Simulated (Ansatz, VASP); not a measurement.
# NbRu in VASP and in Ansatz

```
Nb Ru
1.0
     3.19458    0.00000    0.00000
     0.00000    3.19458    0.00000
     0.00000    0.00000    3.19458
Nb Ru
1 1
Direct
  0.00000 0.00000 0.00000
  0.50000 0.50000 0.50000
```

Change from the starting cell: volume scaled by 1.01, crystal datasets.

Alike in both runs: task electric field gradients; functional PBEsol; k mesh 11 × 11 × 11; occupations fermi-dirac, width 0.03 eV; no spin polarisation.

|  | VASP | Ansatz |
| --- | --- | --- |
| version | VASP 6.6.1 | Ansatz 0.2.0 |
| potentials or method | VASP PAW PBE potentials, release 64 (Nb_sv, Ru_pv), cutoff 520 eV | all-electron PAW with datasets made for the crystal, scalar-relativistic |

VASP gave:

* pressure (GPa): -12.2

Q: Which values does Ansatz return?

A: Pressure (GPa): -12.0.

VASP's potentials were made for PBE, not for PBEsol. Ansatz ran all-electron here, and VASP with PAW potentials.
